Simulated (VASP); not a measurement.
# GaAs (F-43m) in VASP: a series of runs

Runs on GaAs. Level: PBEsol. Tasks: relaxation of cell and atoms, single point.

All numbers are computed with VASP 6.6.1; they aren't measurements. Logs are shortened: lines on timing, memory, paths and dates and some standing lists are left out, and cuts for length are marked.

## 1. The cell of the first run

It takes space group F-43m (No. 216, cubic). Conventional cell: a = 5.658 Å, b = 5.658 Å, c = 5.658 Å, α = 90.00°, β = 90.00°, γ = 90.00°. Ga (site symmetry -43m) has 4 As at 2.45 Å within 3.2 Å. Within 3.2 Å of As (site symmetry -43m) lie 4 Ga at 2.45 Å.

## 2. Relaxation of cell and atoms, PBEsol, target pressure 10 GPa, at which the enthalpy is minimised

Contents of INCAR:

```
SYSTEM = GaAs
PREC     = Accurate       ! precision mode
ENCUT    = 600            ! plane-wave cutoff, eV
EDIFF    = 1E-6           ! SCF threshold, eV
ISMEAR   = 0              ! smearing method
SIGMA    = 0.01           ! smearing width, eV
LREAL    = .FALSE.        ! projectors in reciprocal space
LASPH    = .TRUE.         ! aspherical terms in the spheres
NELM     = 80             ! most SCF steps
ALGO     = Normal         ! electronic algorithm
ISIF     = 3              ! what is computed and relaxed
LWAVE    = .FALSE.        ! write WAVECAR
LCHARG   = .FALSE.        ! write CHGCAR
GGA      = PS             ! functional
IBRION   = 2              ! ionic algorithm
NSW      = 100            ! ionic steps
EDIFFG   = -0.002         ! ionic threshold
PSTRESS  = 100.0
```

Contents of KPOINTS:

```
Automatic mesh
0
G
  8 8 8
  0 0 0
```

Contents of POSCAR:

```
GaAs
1.0
    2.8291472884      2.8291472884      0.0000000000
   -2.8291472884      2.8291472884      0.0000000000
    0.0000000000      2.8291472884      2.8291472884
Ga As
1 1
Direct
    0.0000000000      0.0000000000      0.0000000000
    0.7500000000      0.2500000000      0.5000000000
```

Potentials or basis: VASP PAW PBE potentials, release 64 (Ga_d, As).

Run with:

```
cat potpaw_PBE.64/Ga_d/POTCAR potpaw_PBE.64/As/POTCAR > POTCAR
mpirun -np 1 vasp_std > vasp.out
```

OUTCAR:

```text
SYSTEM = GaAs
   PREC = Accurate
   ENCUT = 600
   EDIFF = 1E-6
   ISMEAR = 0
   LREAL = .FALSE.
   LASPH = .TRUE.
   NELM = 80
   ISIF = 3
   GGA = PS
   IBRION = 2
   NSW = 100
   EDIFFG = -0.002
   PSTRESS = 100.0

 ion  position               nearest neighbor table
   1  0.000  0.000  0.000-   2 2.45   2 2.45   2 2.45   2 2.45
   2  0.750  0.250  0.500-   1 2.45   1 2.45   1 2.45   1 2.45

  LATTYP: Found a face centered cubic cell.
 ALAT       =     5.6582945768

  Lattice vectors:

 A1 = (   0.0000000000,   2.8291472884,   2.8291472884)
 A2 = (   2.8291472884,   0.0000000000,   2.8291472884)
 A3 = (   2.8291472884,   2.8291472884,   0.0000000000)

Analysis of symmetry for initial positions (statically):
=====================================================================
 Subroutine PRICEL returns:
 Original cell was already a primitive cell.

 Routine SETGRP: Setting up the symmetry group for a
 face centered cubic supercell.

 Subroutine GETGRP returns: Found 24 space group operations
 (whereof 24 operations were pure point group operations)
 out of a pool of 48 trial point group operations.

The static configuration has the point symmetry T_d .

Analysis of symmetry for dynamics (positions and initial velocities):
=====================================================================
 Subroutine PRICEL returns:
 Original cell was already a primitive cell.

 Routine SETGRP: Setting up the symmetry group for a
 face centered cubic supercell.

 Subroutine GETGRP returns: Found 24 space group operations
 (whereof 24 operations were pure point group operations)
 out of a pool of 48 trial point group operations.

The dynamic configuration has the point symmetry T_d .

 Subroutine INISYM returns: Found 24 space group operations
 (whereof 24 operations are pure point group operations),
 and found     1 'primitive' translations

----------------------------------------------------------------------------------------

                                     Primitive cell

  volume of cell :      45.2894

  direct lattice vectors                    reciprocal lattice vectors
     2.829147288  2.829147288  0.000000000     0.176731697  0.176731697 -0.176731697
    -2.829147288  2.829147288  0.000000000    -0.176731697  0.176731697 -0.176731697
     0.000000000  2.829147288  2.829147288     0.000000000  0.000000000  0.353463393

  length of vectors
     4.001018465  4.001018465  4.001018465     0.306108278  0.306108278  0.353463393

  position of ions in fractional coordinates (direct lattice)
     0.000000000  0.000000000  0.000000000
     0.750000000  0.250000000  0.500000000

  ion indices of the primitive-cell ions
   primitive index   ion index
                 1           1
                 2           2

----------------------------------------------------------------------------------------

 KPOINTS: Automatic mesh

Automatic generation of k-mesh.
 Grid dimensions read from file:
 generate k-points for:    8    8    8

 Generating k-lattice:

  Cartesian coordinates                     Fractional coordinates (reciprocal lattice)
     0.022091462  0.022091462 -0.022091462     0.125000000  0.000000000  0.000000000
    -0.022091462  0.022091462 -0.022091462     0.000000000  0.125000000  0.000000000
     0.000000000  0.000000000  0.044182924     0.000000000  0.000000000  0.125000000

  Length of vectors
     0.038263535  0.038263535  0.044182924

  Shift w.r.t. Gamma in fractional coordinates (k-lattice)
     0.000000000  0.000000000  0.000000000

 Subroutine IBZKPT returns following result:
 ===========================================

 Found     29 irreducible k-points:

 Following reciprocal coordinates:
            Coordinates               Weight
  0.000000  0.000000  0.000000      1.000000
  0.125000  0.000000  0.000000      8.000000
  0.250000  0.000000  0.000000      8.000000
  0.375000  0.000000  0.000000      8.000000
  0.500000  0.000000  0.000000      4.000000
  0.125000  0.125000  0.000000     12.000000
[... 16 lines left out ...]
[... 45 lines left out ...]
 Fermi energy:         3.8800897357

 k-point     1 :       0.0000    0.0000    0.0000
  band No.  band energies     occupation
      1     -10.9900      2.00000
      2     -10.9900      2.00000
      3     -10.9900      2.00000
      4     -10.9106      2.00000
      5     -10.9106      2.00000
      6      -8.9520      2.00000
      7       3.7829      2.00000
      8       3.7829      2.00000
      9       3.7829      2.00000
     10       4.2200      0.00000
     11       7.4715      0.00000
     12       7.4715      0.00000
     13       7.4715      0.00000
[... 353 lines left out ...]
 k-point    24 :       0.5000    0.2500    0.1250
  band No.  band energies     occupation
      1     -11.0789      2.00000
      2     -10.9652      2.00000
      3     -10.9575      2.00000
      4     -10.9150      2.00000
      5     -10.9071      2.00000
      6      -6.8383      2.00000
      7      -2.7277      2.00000
      8       0.5284      2.00000
      9       1.8325      2.00000
     10       6.7522      0.00000
     11       7.8589      0.00000
     12      10.0748      0.00000
     13      11.3876      0.00000

 [... further k-points ...]

------------------------ aborting loop because EDIFF is reached ----------------------------------------

  FORCE on cell =-STRESS in cart. coord.  units (eV):
  Direction    XX          YY          ZZ          XY          YZ          ZX
  --------------------------------------------------------------------------------------
  -------------------------------------------------------------------------------------
  Total        0.0397063      0.0397063      0.0397063      0.0000000      0.0000000      0.0000000
  in kB        1.4046671      1.4046671      1.4046671      0.0000000      0.0000000      0.0000000
  external PRESSURE =     -98.5953329 kB  Pullay stress =     100.0000000 kB
[... 289 lines left out ...]
  enthalpy is  TOTEN    =        -6.4185495028 eV   P V=        2.5345070874

--------------------------------------- Ionic step        9  -------------------------------------------

 number of electron      18.0000002 magnetization

 Free energy of the ion-electron system (eV)
  ---------------------------------------------------
  ext. energy  EPLUGINS =         0.00000000
  ---------------------------------------------------
  free energy    TOTEN  =        -8.95300283 eV

  energy without entropy =       -8.95300283  energy(sigma->0) =       -8.95300283

 E-fermi :   4.9158     XC(G=0): -10.2583

 val. band max:        4.8695029923   @ k =   0.0000   0.0000   0.0000
 cond. band min:       5.9949381200   @ k =   0.5000   0.5000   0.0000
 fundamental gap:      1.1254351277
 Fermi energy:         4.9158219186

 k-point     1 :       0.0000    0.0000    0.0000
  band No.  band energies     occupation
      1     -10.1438      2.00000
      2     -10.1438      2.00000
      3     -10.1438      2.00000
      4     -10.0335      2.00000
      5     -10.0335      2.00000
      6      -8.7106      2.00000
      7       4.8695      2.00000
      8       4.8695      2.00000
      9       4.8695      2.00000
     10       6.1517      0.00000
     11       8.5706      0.00000
     12       8.5706      0.00000
     13       8.5706      0.00000
[... 353 lines left out ...]
 k-point    24 :       0.5000    0.2500    0.1250
  band No.  band energies     occupation
      1     -10.2783      2.00000
      2     -10.1086      2.00000
      3     -10.0976      2.00000
      4     -10.0407      2.00000
      5     -10.0289      2.00000
      6      -6.1656      2.00000
      7      -2.1989      2.00000
      8       1.1847      2.00000
      9       2.5986      2.00000
     10       8.1674      0.00000
     11       8.9004      0.00000
     12      11.5404      0.00000
     13      12.9431      0.00000

 [... further k-points ...]

------------------------ aborting loop because EDIFF is reached ----------------------------------------

  FORCE on cell =-STRESS in cart. coord.  units (eV):
  Direction    XX          YY          ZZ          XY          YZ          ZX
  --------------------------------------------------------------------------------------
  -------------------------------------------------------------------------------------
  Total        2.5353647      2.5353647      2.5353647     -0.0000000      0.0000000     -0.0000000
  in kB      100.0359575    100.0359575    100.0359575     -0.0000000      0.0000000     -0.0000000
  external PRESSURE =       0.0359575 kB  Pullay stress =     100.0000000 kB
[... 17 lines left out ...]
  FREE ENERGIE OF THE ION-ELECTRON SYSTEM (eV)
  ---------------------------------------------------
  free  energy   TOTEN  =        -8.9530028297 eV

  energy  without entropy=       -8.9530028297  energy(sigma->0) =       -8.95300283

  enthalpy is  TOTEN    =        -6.4185494090 eV   P V=        2.5344534207

 reached required accuracy - stopping structural energy minimisation
```

Run time: 38 s. Hardware: 1 thread of Intel Xeon 6975P-C (Granite Rapids), shared host; peak memory 0.2 GiB.

What came out:

```
Free energy                                                : -8.9530 eV
Relaxed volume                                             : 20.30 Å³/atom
Relaxed cell                                               : a = 3.858 Å, b = 3.858 Å, c = 3.858 Å, α = 60.00°, β = 60.00°, γ = 90.00°
Space group after relaxing (to 0.1 Å)                      : F-43m (No. 216)
Energy change on relaxing (the run minimises the enthalpy) : +67.2 meV/atom
Ionic steps                                                : 9
Pressure after relaxing                                    : 10.0 GPa
Band gap on the k mesh                                     : 1.13 eV (least direct gap 1.28 eV)
```

Step by step:
```
step  energy change (eV)  largest force (eV/Å)  pressure (GPa)  volume (Å³)
   1              0.0000                0.0000            0.14        45.29
   2              0.5262                0.0000           23.83        36.76
   3              0.1304                0.0000            9.85        40.67
   4              0.1360                0.0000           10.08        40.58
   5              0.1328                0.0000            9.87        40.63
   6              0.1344                0.0000           10.03        40.61
   7              0.1341                0.0000            9.92        40.61
   8              0.1343                0.0000            9.96        40.61
   9              0.1343                0.0000           10.00        40.61
```

Final structure:
```cif
data_structure
_symmetry_space_group_name_H-M 'P 1'
_symmetry_Int_Tables_number 1
_cell_length_a 3.8581
_cell_length_b 3.8581
_cell_length_c 3.8581
_cell_angle_alpha 60.000
_cell_angle_beta 60.000
_cell_angle_gamma 90.000
_cell_volume 40.61
loop_
_atom_site_label
_atom_site_type_symbol
_atom_site_fract_x
_atom_site_fract_y
_atom_site_fract_z
_atom_site_occupancy
Ga1 Ga 0.00000 0.00000 0.00000 1
As1 As 0.75000 0.25000 0.50000 1
```

Caveat: the cell is relaxed towards a set pressure, so the run minimises the enthalpy, not the energy; the PAW data sets were made with another functional, which shifts forces and pressure a little. A k mesh can miss the band edges.

## 3. Relaxation of cell and atoms, PBEsol, target pressure 15 GPa, at which the enthalpy is minimised

Contents of INCAR:

```
SYSTEM = GaAs
PREC = Accurate ; ENCUT = 600
EDIFF = 1E-7 ; ISMEAR = 0
SIGMA = 0.01 ; LREAL = .FALSE.
LASPH = .TRUE. ; NELM = 60
ALGO = Normal ; ISIF = 3
LWAVE = .FALSE. ; LCHARG = .FALSE.
GGA = PS ; IBRION = 2
NSW = 100 ; EDIFFG = -0.002
PSTRESS = 150.0
```

KPOINTS is that of step 2.

POSCAR is that of step 2.

Potentials or basis: VASP PAW PBE potentials, release 64 (Ga_d, As).

Run with:

```
cat potpaw_PBE.64/Ga_d/POTCAR potpaw_PBE.64/As/POTCAR > POTCAR
mpirun -np 1 vasp_std > vasp.out
```

It took 56 s on 1 thread of Intel Xeon 6975P-C (Granite Rapids), shared host; peak memory 0.2 GiB.

The run converged. Its results:

```
Free energy                                                : -8.8271 eV
Relaxed volume                                             : 19.49 Å³/atom
Relaxed cell                                               : a = 3.806 Å, b = 3.806 Å, c = 3.806 Å, α = 60.00°, β = 60.00°, γ = 90.00°
Space group after relaxing (to 0.1 Å)                      : F-43m (No. 216)
Energy change on relaxing (the run minimises the enthalpy) : +130.1 meV/atom
Ionic steps                                                : 9
Pressure after relaxing                                    : 15.0 GPa
Band gap on the k mesh                                     : 1.03 eV (least direct gap 1.61 eV)
```

The path:
```
step  energy change (eV)  largest force (eV/Å)  pressure (GPa)  volume (Å³)
   1              0.0000                0.0000            0.14        45.29
   2              1.3559                0.0000           46.57        32.87
   3              0.2404                0.0000           14.28        39.20
   4              0.2565                0.0000           14.85        39.02
   5              0.2677                0.0000           15.26        38.90
   6              0.2527                0.0000           14.73        39.06
   7              0.2605                0.0000           15.02        38.98
   8              0.2599                0.0000           14.97        38.98
   9              0.2602                0.0000           15.00        38.98
```

Final structure:
```xyz
2
Lattice="2.6912 2.6912 0.0000 -2.6912 2.6912 0.0000 0.0000 2.6912 2.6912" Properties=species:S:1:pos:R:3 pbc="T T T"
Ga    0.0000    0.0000    0.0000
As    1.3456    4.0367    1.3456
```

Levels at points of the mesh, in eV from the valence-band top:
```csv
k point,band 5,band 6,band 7,band 8,band 9,band 10,band 11,band 12,band 13
"(0.00, 0.00, 0.00)",-15.00,-13.93,0.00,0.00,0.00,1.61,3.70,3.70,3.70
"(0.50, 0.00, 0.00)",-15.00,-11.64,-7.59,-1.40,-1.40,1.36,4.59,4.59,7.65
"(0.50, 0.50, 0.00)",-14.98,-10.69,-7.61,-3.27,-3.27,1.03,1.43,11.34,11.34
```

Caveat: the cell is relaxed towards a set pressure, so the run minimises the enthalpy, not the energy; the PAW data sets were made with another functional, which shifts forces and pressure a little.

## 4. Single point, PBEsol, non-collinear spin, zero start, spin-orbit coupling

This run uses another cell than the first one, of 22.04 Å³/atom.

Contents of INCAR:

```
SYSTEM = GaAs
ALGO = Normal
EDIFF = 1E-7
ENCUT = 520
GGA = PS
GGA_COMPAT = .FALSE.
ISIF = 2
ISMEAR = -1
LASPH = .TRUE.
LCHARG = .FALSE.
LORBIT = 11
LORBMOM = .TRUE.
LREAL = .FALSE.
LSORBIT = .TRUE.
LWAVE = .FALSE.
MAGMOM = 0 0 0 0 0 0
NBANDS = 30
NELM = 150
PREC = Accurate
SIGMA = 0.01
```

Contents of KPOINTS:

```
k-points
0
G
  8 8 8
  0 0 0
```

Contents of POSCAR:

```
GaAs
1.0
    2.8037835605      2.8037835605      0.0000000000
   -2.8037835605      2.8037835605      0.0000000000
    0.0000000000      2.8037835605      2.8037835605
Ga As
1 1
Direct
    0.0000000000      0.0000000000      0.0000000000
    0.7500000000      0.2500000000      0.5000000000
```

Run with:

```
cat potpaw_PBE.64/Ga_d/POTCAR potpaw_PBE.64/As/POTCAR > POTCAR
mpirun -np 1 vasp_ncl > vasp.out
```

It took 4.3 min on 1 thread of Intel Xeon 8259CL, shared host; peak memory 0.32 GiB.

Results (log left out):

```yaml
Free_energy: -9.0966 eV
Pressure: 2.2 GPa
Net_moment: 0.00 μB per cell
Valence_electrons_inside_the_program's_atomic_spheres: Ga 11.71; As 2.85
```

Moments on the atoms (μB; x, y, z):
```
Ga  0.00 0.00 0.00
As  0.00 0.00 0.00
```

Caveat: the PAW data sets were made with another functional, which shifts forces and pressure a little.

## 5. Single point, PBEsol, non-collinear spin, zero start, spin-orbit coupling

This run uses another cell than the first one, of 23.35 Å³/atom.

Contents of INCAR:

```
SYSTEM = GaAs
ALGO = Normal
EDIFF = 1E-6
ENCUT = 520
GGA = PS
GGA_COMPAT = .False.
ISIF = 2
ISMEAR = -1
LASPH = .True.
LCHARG = .True.
LNONCOLLINEAR = .True.
LORBIT = 11
LORBMOM = .True.
LREAL = .False.
LSORBIT = .True.
LVHAR = .True.
LWAVE = .False.
MAGMOM = 0 0 0 0 0 0
NBANDS = 30
NELM = 150
PREC = Accurate
SIGMA = 0.01
```

Contents of KPOINTS:

```
k-points
0
Gamma
  8 8 8
  0 0 0
```

Contents of POSCAR:

```
GaAs
1.0
    2.8581826246      2.8581826246      0.0000000000
   -2.8581826246      2.8581826246      0.0000000000
    0.0000000000      2.8581826246      2.8581826246
Ga As
1 1
Direct
    0.0000000000      0.0000000000      0.0000000000
    0.7500000000      0.2500000000      0.5000000000
```

Run with:

```
cat potpaw_PBE.64/Ga_d/POTCAR potpaw_PBE.64/As/POTCAR > POTCAR
mpirun -np 1 vasp_ncl > vasp.out
```

It took 4.1 min on 1 thread of Intel Xeon 8259CL, shared host; peak memory 0.33 GiB.

It converged, with:

```
Free energy                                           : -9.0978 eV
Pressure                                              : -1.9 GPa
Net moment                                            : 0.00 μB per cell
Valence electrons inside the program's atomic spheres : Ga 11.64; As 2.81
```

Moments on the atoms (μB; x, y, z):
```
Ga  0.00 0.00 0.00
As  0.00 0.00 0.00
```

Caveat: the PAW data sets were made with another functional, which shifts forces and pressure a little.

## 6. Summary

| task | spin | cell | cutoff (eV) | smearing | gap on the mesh (eV) | pressure (GPa) | moment (μB) |
| --- | --- | --- | --- | --- | --- | --- | --- |
| relaxation of cell and atoms | off | relaxed to 10 GPa from a = 4.001 Å, angles 60.0, 60.0, 90.0°, 2 atoms | 600 | gaussian 0.01 eV | 1.13 | 10.0 | - |
| relaxation of cell and atoms | off | relaxed to 15 GPa from a = 4.001 Å, angles 60.0, 60.0, 90.0°, 2 atoms | 600 | gaussian 0.01 eV | 1.03 | 15.0 | - |
| single point | non-collinear, zero start, SOC | a = 3.965 Å, angles 60.0, 60.0, 90.0°, 2 atoms | 520 | fermi-dirac 0.01 eV | - | 2.2 | 0.00 |
| single point | non-collinear, zero start, SOC | a = 4.042 Å, angles 60.0, 60.0, 90.0°, 2 atoms | 520 | fermi-dirac 0.01 eV | - | -1.9 | 0.00 |

Alike in all rows: level PBEsol; potentials or basis VASP PAW PBE potentials, release 64 (Ga_d, As); k mesh 8 × 8 × 8.

Caveats: the PAW data sets were made with another functional, which shifts forces and pressure a little; the cell is relaxed towards a set pressure, so the run minimises the enthalpy, not the energy (at least some runs).

Total energies depend on the potentials used, so only differences within one code and one set of settings carry meaning.
